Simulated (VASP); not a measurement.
Set up this calculation in VASP 6.6.1, as the native input.

```
Task                   : single point
Functional             : LDA
Potentials or basis    : VASP PAW LDA potentials, release 64 (Ba_sv, Te)
Cutoff                 : 520 eV
k mesh                 : 7 × 7 × 7
Occupations            : fermi-dirac, width 0.05 eV
Spin                   : no spin polarisation
Dipole correction      : no
Further INCAR settings : ALGO = Normal; EDIFF = 1e-07; NBANDS = 15
```

The structure of BaTe lies in POSCAR:

```
BaTe
1.0
    0.0000000000      3.4548735670      3.4548735670
    3.4548735670      0.0000000000      3.4548735670
    3.4548735670      3.4548735670      0.0000000000
Ba Te
1 1
Direct
    0.0000000000      0.0000000000      0.0000000000
    0.5000000000      0.5000000000      0.5000000000
```

These files were run (other wordings do the same):

INCAR

```
PREC = Accurate
ENCUT = 520
EDIFF = 1E-7
ISMEAR = -1
SIGMA = 0.05
LREAL = False
LASPH = True
NELM = 80
ALGO = Normal
ISIF = 2
LWAVE = False
LCHARG = False
NBANDS = 15
```

KPOINTS

```
regular mesh
0
Gamma
  7 7 7
```

Potentials or basis: VASP PAW LDA potentials, release 64 (Ba_sv, Te).

The run is started by

```console
$ cat potpaw_LDA.64/Ba_sv/POTCAR potpaw_LDA.64/Te/POTCAR > POTCAR
$ mpirun -np 1 vasp_std > vasp.out
```

It gave:

* Pressure: -0.2 GPa
* Band gap on the k mesh: 1.35 eV, indirect (least direct gap 1.74 eV)

Caveat: spin-orbit coupling is left out, which moves the levels of the heavy elements.

It took 19 s on 1 thread of AMD EPYC 7R43 64-Core Processor (Zen 3), on a shared host, peak memory 0.15 GiB.
